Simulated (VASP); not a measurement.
# NbTeS4: relaxation of cell and atoms with PBE

The system is NbTeS4.

```
Nb Te S
1.0
     4.11146   -4.12555    0.00000
     4.11146    4.12555    0.00000
     0.00000    0.00000    3.80635
Nb Te S
1 1 4
Direct
  0.50000 0.50000 0.50000
  0.00000 0.00000 0.00000
  0.20337 0.20337 0.50000
  0.79663 0.79663 0.50000
  0.68597 0.31403 0.00000
  0.31403 0.68597 0.00000
```

The cell was built from a structure type or drawn by symmetry, and may not be a known phase.

```yaml
Program: VASP 6.6.1
Task: relaxation of cell and atoms
Functional: PBE
Potentials_or_basis: VASP PAW PBE potentials, release 64 (Nb_sv, Te, S)
Cutoff: 600 eV
k_mesh: 4 × 4 × 4
Occupations: gaussian, width 0.1 eV
Spin: no spin polarisation
Dipole_correction: no
Further_INCAR_settings: ALGO = Normal; EDIFF = 1e-06; IBRION = 2; EDIFFG = -0.04; NSW = 90; ISIF = 3
```

```yaml
Relaxed_volume: 23.51 Å³/atom
Relaxed_cell: a = 6.130 Å, b = 6.130 Å, c = 3.754 Å, α = 90.00°, β = 90.00°, γ = 90.62°
Space_group_after_relaxing_to_0.1_Å: Cmmm (No. 65)
Energy_gained_by_relaxing: 57.2 meV/atom
Ionic_steps: 10
Pressure_after_relaxing: -0.1 GPa
Largest_force_after_relaxing: 0.006 eV/Å
Band_gap_on_the_k_mesh: zero (an odd number of electrons rules out a gap without spin polarisation)
```

Forces in eV/Å, atoms in the order of the input:
```
Nb   0.000  0.000  0.000
Te   0.000  0.000  0.000
S    0.006  0.000  0.000
S   -0.006  0.000  0.000
S    0.000 -0.002  0.000
S    0.000  0.002  0.000
```

Stress tensor (GPa, compression positive):
```
-0.10  0.00  0.00
 0.00 -0.24  0.00
 0.00  0.00 -0.08
```

Step by step:
```csv
step,energy change (eV),largest force (eV/Å),pressure (GPa),volume (Å³)
1,0.0000,1.1250,7.29,129.13
2,-0.1483,0.6525,-4.59,148.30
3,-0.2660,0.5597,-0.57,140.10
4,-0.3142,0.1778,-0.09,140.18
5,-0.3223,0.1430,0.25,140.21
6,-0.3326,0.1419,-0.13,140.99
7,-0.3355,0.1413,-0.50,141.78
8,-0.3413,0.1344,0.03,140.92
9,-0.3415,0.1329,0.16,140.72
10,-0.3430,0.0058,-0.14,141.04
```

Final structure:
```
CELL_PARAMETERS angstrom
4.31073 -4.35798 0.00000
4.31073 4.35798 0.00000
0.00000 0.00000 3.75392
ATOMIC_POSITIONS crystal
Nb 0.50000 0.50000 0.50000
Te 0.00000 0.00000 0.00000
S 0.21439 0.21439 0.50000
S 0.78561 0.78561 0.50000
S 0.68507 0.31493 0.00000
S 0.31493 0.68507 0.00000
```

Levels at points of the mesh, in eV from the Fermi level:
```
           k point  band 17  band 18  band 19  band 20  band 21  band 22  band 23  band 24  band 25
(0.00, 0.00, 0.00)    -2.52    -1.60    -1.51    -1.17    -0.54     0.22     0.56     0.86     1.05
(0.50, 0.00, 0.00)    -2.39    -2.00    -1.54    -1.39    -0.83    -0.66    -0.56     0.46     1.16
(0.50, 0.50, 0.00)    -2.69    -2.59    -2.12    -1.93    -1.67     0.00     0.61     1.51     1.85
(0.00, 0.00, 0.50)    -2.94    -2.79    -2.21    -1.96    -1.35     0.07     0.62     0.78     0.80
(0.50, 0.00, 0.50)    -2.96    -2.68    -1.70    -1.56    -0.76     0.32     0.52     0.72     1.24
(0.50, 0.50, 0.50)    -2.72    -2.27    -1.92    -1.53    -1.27     0.38     0.47     0.48     0.67
```

It took 13 min on 1 thread of Intel(R) Xeon(R) 6975P-C (Granite Rapids), on a shared host, peak memory 0.31 GiB.

Caveat: the k points lie up to 0.42 Å⁻¹ apart in the final cell, too coarse for converged energies and pressures of a metal; spin-orbit coupling is left out, which moves the levels of the heavy elements.
